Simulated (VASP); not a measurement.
# Zn4SeS3 (P3m1) in VASP: a series of runs

The runs below take Zn4SeS3 through single point, with PBE, PBE+D4.

All numbers are computed with VASP 6.6.1; they aren't measurements. Logs are shortened: lines on timing, memory, paths and dates and some standing lists are left out, and cuts for length are marked.

## (1) The cell of the first run

It takes space group P3m1 (No. 156, trigonal). The conventional cell has a = 3.813 Å, b = 3.813 Å, c = 12.545 Å, α = 90.00°, β = 90.00°, γ = 120.00°. Zn (site symmetry 3m) has 4 S at 2.32 to 2.33 Å within 3.1 Å. Zn (site symmetry 3m) has 1 S at 2.30 Å and 3 Se at 2.39 Å within 3.0 Å. Within 3.1 Å of Zn (site symmetry 3m) lie 3 S at 2.32 Å and 1 Se at 2.43 Å. Zn (site symmetry 3m) has 4 S at 2.32 to 2.33 Å within 3.1 Å. Within 3.2 Å of Se (site symmetry 3m) lie 4 Zn at 2.39 to 2.43 Å. S (site symmetry 3m) has 4 Zn at 2.32 Å within 3.1 Å. S (site symmetry 3m) has 4 Zn at 2.30 to 2.33 Å within 3.0 Å. S (site symmetry 3m) has 4 Zn at 2.32 to 2.33 Å within 3.1 Å.

## (2) Single point, PBE

Contents of INCAR:

```
SYSTEM = Zn4SeS3
PREC = Accurate ; ENCUT = 500
EDIFF = 1E-6 ; ISMEAR = 0
SIGMA = 0.02 ; LREAL = .False.
LASPH = .True. ; NELM = 120
ALGO = Normal ; ISIF = 2
LWAVE = .False. ; LCHARG = .True.
GGA = PE ; LELF = .True.
LVHAR = .True. ; NBANDS = 46
GGA_COMPAT = .False.
```

Contents of KPOINTS:

```
regular mesh
0
Gamma
  12 12 2
  0 0 0
```

Contents of POSCAR:

```
Zn4SeS3
1.0
    3.8128242339     -0.0000000283      0.0000000000
   -1.9064120925      3.3020026609      0.0000000000
    0.0000000000      0.0000000000     12.5451635910
Zn Se S
4 1 3
Direct
    0.6666666667      0.3333333333      0.0001091843
    0.6666666667      0.3333333333      0.5118362841
    0.0000000000      0.0000000000      0.2442556527
    0.0000000000      0.0000000000      0.7553667511
    0.0000000000      0.0000000000      0.4378215094
    0.6666666667      0.3333333333      0.1849086421
    0.6666666667      0.3333333333      0.6955565241
    0.0000000000      0.0000000000      0.9401454524
```

Potentials or basis: VASP PAW PBE potentials, release 64 (Zn, Se, S).

Started as:

```sh
cat potpaw_PBE.64/Zn/POTCAR potpaw_PBE.64/Se/POTCAR potpaw_PBE.64/S/POTCAR > POTCAR
mpirun -np 1 vasp_std > vasp.out
```

OUTCAR:

```text
SYSTEM = Zn4SeS3
   PREC = Accurate
   ENCUT = 500
   EDIFF = 1E-6
   ISMEAR = 0
   LREAL = .False.
   LASPH = .True.
   NELM = 120
   ISIF = 2
   GGA = PE

 ion  position               nearest neighbor table
   1  0.667  0.333  0.000-   6 2.32   8 2.33   8 2.33   8 2.33
   2  0.667  0.333  0.512-   7 2.30   5 2.39   5 2.39   5 2.39
   3  0.000  0.000  0.244-   6 2.32   6 2.32   6 2.32   5 2.43
   4  0.000  0.000  0.755-   8 2.32   7 2.33   7 2.33   7 2.33
   5  0.000  0.000  0.438-   2 2.39   2 2.39   2 2.39   3 2.43
   6  0.667  0.333  0.185-   1 2.32   3 2.32   3 2.32   3 2.32
   7  0.667  0.333  0.696-   2 2.30   4 2.33   4 2.33   4 2.33
   8  0.000  0.000  0.940-   4 2.32   1 2.33   1 2.33   1 2.33

  LATTYP: Found a hexagonal cell.
 ALAT       =     3.8128242339
 C/A-ratio  =     3.2902548928

  Lattice vectors:

 A1 = (   3.8128242339,  -0.0000000283,   0.0000000000)
 A2 = (  -1.9064120925,   3.3020026609,   0.0000000000)
 A3 = (   0.0000000000,   0.0000000000,  12.5451635910)

Analysis of symmetry for initial positions (statically):
=====================================================================
 Subroutine PRICEL returns:
 Original cell was already a primitive cell.

 Routine SETGRP: Setting up the symmetry group for a
 hexagonal supercell.

 Subroutine GETGRP returns: Found  6 space group operations
 (whereof  6 operations were pure point group operations)
 out of a pool of 24 trial point group operations.

The static configuration has the point symmetry C_3v.

Analysis of symmetry for dynamics (positions and initial velocities):
=====================================================================
 Subroutine PRICEL returns:
 Original cell was already a primitive cell.

 Routine SETGRP: Setting up the symmetry group for a
 hexagonal supercell.

 Subroutine GETGRP returns: Found  6 space group operations
 (whereof  6 operations were pure point group operations)
 out of a pool of 24 trial point group operations.

The dynamic configuration has the point symmetry C_3v.

 Subroutine INISYM returns: Found  6 space group operations
 (whereof  6 operations are pure point group operations),
 and found     1 'primitive' translations

----------------------------------------------------------------------------------------

                                     Primitive cell

  volume of cell :     157.9431

  direct lattice vectors                    reciprocal lattice vectors
     3.812824234 -0.000000028  0.000000000     0.262272778  0.151423256  0.000000000
    -1.906412093  3.302002661  0.000000000     0.000000002  0.302846517  0.000000000
     0.000000000  0.000000000 12.545163591     0.000000000  0.000000000  0.079711994

  length of vectors
     3.812824234  3.812824234 12.545163591     0.302846517  0.302846517  0.079711994

  position of ions in fractional coordinates (direct lattice)
     0.666666667  0.333333333  0.000109184
     0.666666667  0.333333333  0.511836284
     0.000000000  0.000000000  0.244255653
     0.000000000  0.000000000  0.755366751
     0.000000000  0.000000000  0.437821509
     0.666666667  0.333333333  0.184908642
     0.666666667  0.333333333  0.695556524
     0.000000000  0.000000000  0.940145452

  ion indices of the primitive-cell ions
   primitive index   ion index
                 1           1
                 2           2
                 3           3
                 4           4
                 5           5
                 6           6
                 7           7
                 8           8

----------------------------------------------------------------------------------------

 KPOINTS: regular mesh

Automatic generation of k-mesh.
 Grid dimensions read from file:
 generate k-points for:   12   12    2

 Generating k-lattice:

  Cartesian coordinates                     Fractional coordinates (reciprocal lattice)
     0.021856065  0.012618605  0.000000000     0.083333333  0.000000000  0.000000000
     0.000000000  0.025237210  0.000000000    -0.000000000  0.083333333  0.000000000
     0.000000000  0.000000000  0.039855997     0.000000000  0.000000000  0.500000000

  Length of vectors
     0.025237210  0.025237210  0.039855997

  Shift w.r.t. Gamma in fractional coordinates (k-lattice)
     0.000000000  0.000000000  0.000000000

 Subroutine IBZKPT returns following result:
 ===========================================

 Found     38 irreducible k-points:

 Following reciprocal coordinates:
            Coordinates               Weight
  0.000000  0.000000  0.000000      1.000000
  0.083333  0.000000  0.000000      6.000000
  0.166667  0.000000  0.000000      6.000000
  0.250000  0.000000  0.000000      6.000000
  0.333333  0.000000  0.000000      6.000000
  0.416667  0.000000  0.000000      6.000000
[... 16 lines left out ...]
  0.250000  0.000000  0.500000      6.000000
  0.333333  0.000000  0.500000      6.000000
 [... further k-points ...]
   k-points           NKPTS =     38   k-points in BZ     NKDIM =     38   number of bands    NBANDS=     46
   number of dos      NEDOS =    301   number of ions     NIONS =      8
   total plane-waves  NPLWV =  75264
   dimension x,y,z NGX =    28 NGY =   28 NGZ =   96
   dimension x,y,z NGXF=    56 NGYF=   56 NGZF=  192
   ions per type =               4   1   3
   NGX,Y,Z   is equivalent  to a cutoff of  12.21, 12.21, 12.72 a.u.
   NGXF,Y,Z  is equivalent  to a cutoff of  24.42, 24.42, 25.44 a.u.
 SYSTEM =  Zn4SeS3
   PREC   = accura    normal or accurate (medium, high low for compatibility)
   ISTART =      0    job   : 0-new  1-cont  2-samecut
   ICHARG =      2    charge: 1-file 2-atom 10-const
   ISPIN  =      1    spin polarized calculation?
   LNONCOLLINEAR =      F non collinear calculations
   LSORBIT =      F    spin-orbit coupling
   LASPH  =      T    aspherical Exc in radial PAW
   ENCUT  =  500.0 eV  36.75 Ry    6.06 a.u.   6.95  6.95 22.87*2*pi/ulx,y,z
   NELM   =    120;   NELMIN=  2; NELMDL= -5     # of ELM steps
   EDIFF  = 0.1E-05   stopping-criterion for ELM
   LREAL  =      F    real-space projection
   EDIFFG = 0.1E-04   stopping-criterion for IOM
   NSW    =      0    number of steps for IOM
   IBRION =     -1    ionic relax: 0-MD 1-quasi-New 2-CG
   NFREE  =      0    steps in history (QN), initial steepest desc. (CG)
   ISIF   =      2    stress and relaxation
   ISYM   =      2    0-nonsym 1-usesym 2-fastsym
   POTIM  = 0.5000    time-step for ionic-motion
   TEBEG  =    0.0;   TEEND  =   0.0 temperature during run
   PSTRESS=    0.0 pullay stress
   NELECT =      72.0000    total number of electrons
   NUPDOWN=      -1.0000    fix difference up-down
   EMIN   =  10.00;   EMAX   =-10.00  energy-range for DOS
   EFERMI =   0.00;   METHOD = LEGACY
   ISMEAR =     0;   SIGMA  =   0.02  broadening in eV -4-tet -1-fermi 0-gaus
   EFERMI_NEDOS =   21; number of points for ismear=-14 and -15
   IALGO  =     38    algorithm
   IMIX   =      4    mixing-type and parameters
     AMIX     =   0.40;   BMIX     =  1.00
     AMIX_MAG =   1.60;   BMIX_MAG =  1.00
  volume/ion in A,a.u.               =      19.74       133.23
  Fermi-wavevector in a.u.,A,eV,Ry     =   1.259947  2.380954 21.598780  1.587466
  Thomas-Fermi vector in A             =   2.393481
   LORBIT       =      0    0 simple, 1 ext, 2 COOP (PROOUT), +10 PAW based schemes
   GGA     = PE    functional components
   LHFCALC =     F    Hartree Fock is set to
   AEXX    =    0.0000 exact exchange contribution
   IVDW    =     0    specifies the selected vdW correction
   LEPSILON=     F    determine dielectric tensor
   LRPA    =     F    only Hartree local field effects (RPA)
 non-spin polarized calculation
 Gauss-broadening in eV      SIGMA  =   0.02
  energy-cutoff  :      500.00
  volume of cell :      157.94
 maximum number of plane-waves:      4031
 NGX is ok and might be reduce to    28
   NGX = 13   NGY = 13   NGZ = 45

 number of electron      71.9999992 magnetization

 Free energy of the ion-electron system (eV)
  ---------------------------------------------------
  ext. energy  EPLUGINS =         0.00000000
  ---------------------------------------------------
  free energy    TOTEN  =       -26.33721752 eV

  energy without entropy =      -26.33721752  energy(sigma->0) =      -26.33721752

 E-fermi :   2.7506     XC(G=0):  -9.7149

 val. band max:        2.6541164823   @ k =   0.0000   0.0000   0.0000
 cond. band min:       4.4079038120   @ k =   0.0000   0.0000   0.0000
 fundamental gap:      1.7537873297
 Fermi energy:         2.7506298207

 k-point     1 :       0.0000    0.0000    0.0000
  band No.  band energies     occupation
      1     -11.1274      2.00000
      2     -10.7139      2.00000
      3     -10.6483      2.00000
      4     -10.1599      2.00000
      5      -4.2680      2.00000
      6      -4.2613      2.00000
[... 38 lines left out ...]
     45       8.8488      0.00000
     46       9.0249      0.00000

 k-point     2 :       0.0833    0.0000    0.0000
  band No.  band energies     occupation
      1     -11.0793      2.00000
      2     -10.6744      2.00000
      3     -10.6065      2.00000
      4     -10.1318      2.00000
      5      -4.2705      2.00000
      6      -4.2645      2.00000
[... 38 lines left out ...]
     45       8.8796      0.00000
     46       9.0433      0.00000

 k-point     3 :       0.1667    0.0000    0.0000
  band No.  band energies     occupation
      1     -10.9416      2.00000
      2     -10.5629      2.00000
      3     -10.4887      2.00000
      4     -10.0554      2.00000
      5      -4.2797      2.00000
      6      -4.2683      2.00000
[... 1018 lines left out ...]
     45       9.4525      0.00000
     46       9.5472      0.00000

 k-point    24 :       0.3333    0.0000    0.5000
  band No.  band energies     occupation
      1     -10.4494      2.00000
      2     -10.3600      2.00000
      3      -9.9960      2.00000
      4      -9.9185      2.00000
      5      -4.2838      2.00000
      6      -4.2514      2.00000
[... 38 lines left out ...]
     45       9.6168      0.00000
     46       9.6733      0.00000

 [... further k-points ...]

------------------------ aborting loop because EDIFF is reached ----------------------------------------

  FORCE on cell =-STRESS in cart. coord.  units (eV):
  Direction    XX          YY          ZZ          XY          YZ          ZX
  --------------------------------------------------------------------------------------
  -------------------------------------------------------------------------------------
  Total        4.7802750      4.7802750      4.7738061     -0.0000000      0.0000000     -0.0000000
  in kB       48.4911997     48.4911997     48.4255789     -0.0000000      0.0000000     -0.0000000
  external PRESSURE =      48.4693261 kB  Pullay stress =       0.0000000 kB

 VOLUME and BASIS-vectors are now :
 -----------------------------------------------------------------------------
  energy-cutoff  :      500.00
  volume of cell :      157.94
      direct lattice vectors                 reciprocal lattice vectors
     3.812824234 -0.000000028  0.000000000     0.262272778  0.151423256  0.000000000
    -1.906412093  3.302002661  0.000000000     0.000000002  0.302846517  0.000000000
     0.000000000  0.000000000 12.545163591     0.000000000  0.000000000  0.079711994

 POSITION                                       TOTAL-FORCE (eV/Angst)
 -----------------------------------------------------------------------------------
      1.90641      1.10067      0.00137        -0.000000      0.000000      0.000862
      1.90641      1.10067      6.42107        -0.000000      0.000000      0.011468
      0.00000      0.00000      3.06423         0.000000     -0.000000     -0.003660
      0.00000      0.00000      9.47620         0.000000     -0.000000      0.000470
      0.00000      0.00000      5.49254         0.000000     -0.000000     -0.006334
      1.90641      1.10067      2.31971         0.000000     -0.000000     -0.001536
      1.90641      1.10067      8.72587         0.000000     -0.000000     -0.001022
      0.00000      0.00000     11.79428         0.000000     -0.000000     -0.000248
 -----------------------------------------------------------------------------------
    total drift:                                0.000008     -0.000008     -0.000397

  FREE ENERGIE OF THE ION-ELECTRON SYSTEM (eV)
  ---------------------------------------------------
  free  energy   TOTEN  =       -26.3372175225 eV

  energy  without entropy=      -26.3372175225  energy(sigma->0) =      -26.33721752
```

It took 5.5 min on 1 thread of Oxide Virtual Turin-like, shared host; peak memory 0.36 GiB.

What came out:

| Property | Result |
| --- | --- |
| Free energy | -26.3372 eV |
| Pressure | 4.8 GPa |
| Largest force | 0.011 eV/Å |
| Band gap on the k mesh | 1.75 eV |

Forces in eV/Å, atoms in the order of the input:
```
Zn   0.000  0.000  0.001
Zn   0.000  0.000  0.011
Zn   0.000  0.000 -0.004
Zn   0.000  0.000  0.000
Se   0.000  0.000 -0.006
S    0.000  0.000 -0.002
S    0.000  0.000 -0.001
S    0.000  0.000  0.000
```

Levels at points of the mesh, in eV from the valence-band top:
| k point | band 32 | band 33 | band 34 | band 35 | band 36 | band 37 | band 38 | band 39 | band 40 | band 41 |
| --- | --- | --- | --- | --- | --- | --- | --- | --- | --- | --- |
| (0.00, 0.00, 0.00) | -0.76 | -0.76 | -0.45 | 0.00 | 0.00 | 1.75 | 2.58 | 2.98 | 3.42 | 5.77 |
| (0.50, 0.00, 0.00) | -2.20 | -2.15 | -1.91 | -1.88 | -1.09 | 3.02 | 3.03 | 3.19 | 3.80 | 4.57 |
| (0.00, 0.00, 0.50) | -1.13 | -0.69 | -0.69 | -0.02 | -0.02 | 2.60 | 2.61 | 2.68 | 3.19 | 5.64 |
| (0.50, 0.00, 0.50) | -2.41 | -1.93 | -1.73 | -1.68 | -1.17 | 2.96 | 2.97 | 3.20 | 3.42 | 5.16 |

Caveat: the cell stands under pressure. A k mesh can miss the band edges.

## (3) Single point, PBE

This run uses another cell than the first one, of 21.00 Å³/atom.

Contents of INCAR:

```
SYSTEM = Zn4SeS3
  ALGO = Normal
  EDIFF = 1E-6
  ENCUT = 500
  GGA = PE
  GGA_COMPAT = .False.
  ISIF = 2
  ISMEAR = 0
  LASPH = .True.
  LCHARG = .False.
  LREAL = .False.
  LWAVE = .False.
  NBANDS = 46
  NELM = 120
  PREC = Accurate
  SIGMA = 0.01
```

Contents of KPOINTS:

```
k-points
0
Gamma
  12 12 2
  0 0 0
```

Contents of POSCAR:

```
Zn4SeS3
1.0
    3.8952491678     -0.0000000289      0.0000000000
   -1.9476245589      3.3733847478      0.0000000000
    0.0000000000      0.0000000000     12.7874047606
Zn Se S
4 1 3
Direct
    0.6666666667      0.3333333333      0.0000298832
    0.6666666667      0.3333333333      0.5113005596
    0.0000000000      0.0000000000      0.2443342763
    0.0000000000      0.0000000000      0.7552147975
    0.0000000000      0.0000000000      0.4385420649
    0.6666666667      0.3333333333      0.1850029356
    0.6666666667      0.3333333333      0.6954157027
    0.0000000000      0.0000000000      0.9401597801
```

Potentials or basis: VASP PAW PBE potentials, release 64 (Zn, Se, S).

Started as:

```sh
cat potpaw_PBE.64/Zn/POTCAR potpaw_PBE.64/Se/POTCAR potpaw_PBE.64/S/POTCAR > POTCAR
mpirun -np 1 vasp_std > vasp.out
```

Run time: 5.9 min. Hardware: 1 thread of Oxide Virtual Turin-like, shared host; peak memory 0.36 GiB.

Results (log left out):

```yaml
Free_energy: -26.4887 eV
Pressure: 0.2 GPa
Largest_force: 0.006 eV/Å
Band_gap_on_the_k_mesh: 1.51 eV
```

Forces on the atoms (eV/Å):
```
Zn   0.000  0.000  0.000
Zn   0.000  0.000  0.005
Zn   0.000  0.000 -0.001
Zn   0.000  0.000  0.000
Se   0.000  0.000 -0.006
S    0.000  0.000 -0.001
S    0.000  0.000  0.002
S    0.000  0.000  0.000
```

Levels at points of the mesh, in eV from the valence-band top:
```tsv
k point	band 32	band 33	band 34	band 35	band 36	band 37	band 38	band 39	band 40	band 41
(0.00, 0.00, 0.00)	-0.70	-0.70	-0.41	0.00	0.00	1.51	2.49	2.83	3.22	5.84
(0.50, 0.00, 0.00)	-1.98	-1.96	-1.73	-1.71	-1.00	3.03	3.06	3.24	3.67	4.66
(0.00, 0.00, 0.50)	-1.04	-0.64	-0.64	-0.01	-0.01	2.38	2.43	2.54	3.00	5.68
(0.50, 0.00, 0.50)	-2.20	-1.74	-1.55	-1.53	-1.07	2.97	2.97	3.26	3.45	5.17
```

A k mesh can miss the band edges.

## (4) Single point, PBE+D4

This run uses another cell than the first one, of 21.63 Å³/atom.

Contents of INCAR:

```
SYSTEM = Zn4SeS3
PREC = Accurate
ENCUT = 500
EDIFF = 1E-6
ISMEAR = 0
SIGMA = 0.02
LREAL = .False.
LASPH = .True.
NELM = 120
ALGO = Normal
ISIF = 2
LWAVE = .False.
LCHARG = .True.
GGA = PE
IVDW = 13
LELF = .True.
LVHAR = .True.
NBANDS = 46
GGA_COMPAT = .False.
```

Contents of KPOINTS:

```
regular mesh
0
Gamma
  12 12 2
  0 0 0
```

Contents of POSCAR:

```
Zn4SeS3
1.0
    3.9348972029     -0.0000000292      0.0000000000
   -1.9674485762      3.4077209536      0.0000000000
    0.0000000000      0.0000000000     12.9066189551
Zn Se S
4 1 3
Direct
    0.6666666667      0.3333333333     -0.0000060087
    0.6666666667      0.3333333333      0.5111493236
    0.0000000000      0.0000000000      0.2443968196
    0.0000000000      0.0000000000      0.7551389492
    0.0000000000      0.0000000000      0.4388484559
    0.6666666667      0.3333333333      0.1850125852
    0.6666666667      0.3333333333      0.6953277458
    0.0000000000      0.0000000000      0.9401321295
```

Started as:

```sh
cat potpaw_PBE.64/Zn/POTCAR potpaw_PBE.64/Se/POTCAR potpaw_PBE.64/S/POTCAR > POTCAR
mpirun -np 1 vasp_std > vasp.out
```

Wall time 7.4 min (1 thread of Oxide Virtual Turin-like, shared host); peak memory 0.4 GiB.

Results (log left out):

```
Free energy                : -28.7878 eV
Pressure                   : -4.0 GPa
Largest force              : 0.006 eV/Å
Band gap on the k mesh     : 1.40 eV
Dispersion energy per atom : -0.290 eV
```

Forces on the atoms (eV/Å):
```
Zn   0.000  0.000  0.002
Zn   0.000  0.000  0.000
Zn   0.000  0.000 -0.006
Zn   0.000  0.000  0.003
Se   0.000  0.000  0.000
S    0.000  0.000  0.001
S    0.000  0.000  0.002
S    0.000  0.000 -0.002
```

Levels at points of the mesh, in eV from the valence-band top:
| k point | band 34 | band 35 | band 36 | band 37 | band 38 | band 39 |
| --- | --- | --- | --- | --- | --- | --- |
| (0.00, 0.00, 0.00) | -0.39 | 0.00 | 0.00 | 1.40 | 2.44 | 2.76 |
| (0.50, 0.00, 0.00) | -1.65 | -1.64 | -0.96 | 3.03 | 3.06 | 3.25 |
| (0.00, 0.00, 0.50) | -0.62 | -0.01 | -0.01 | 2.27 | 2.33 | 2.49 |
| (0.50, 0.00, 0.50) | -1.48 | -1.46 | -1.02 | 2.95 | 2.96 | 3.27 |

Caveat: the cell stands under tension. A k mesh can miss the band edges.

## (5) Overview

```tsv
level	cell	smearing	gap on the mesh (eV)	pressure (GPa)	largest force (eV/Å)
PBE	a = 3.813, b = 3.813, c = 12.545 Å, angles 90.0, 90.0, 120.0°, 8 atoms, atomic positions A	gaussian 0.02 eV	1.75	4.8	0.01
PBE	a = 3.895, b = 3.895, c = 12.787 Å, angles 90.0, 90.0, 120.0°, 8 atoms, atomic positions B	gaussian 0.01 eV	1.51	0.2	0.01
PBE+D4	a = 3.935, b = 3.935, c = 12.907 Å, angles 90.0, 90.0, 120.0°, 8 atoms, atomic positions C	gaussian 0.02 eV	1.40	-4.0	0.01
```

Alike in all rows: task single point; potentials or basis VASP PAW PBE potentials, release 64 (Zn, Se, S); no spin polarisation; k mesh 12 × 12 × 2; cutoff (eV) 500.

Caveats: the cell stands under pressure (at least some runs); the cell stands under tension (at least some runs).

Absolute energies hang on the potentials; compare differences alone.
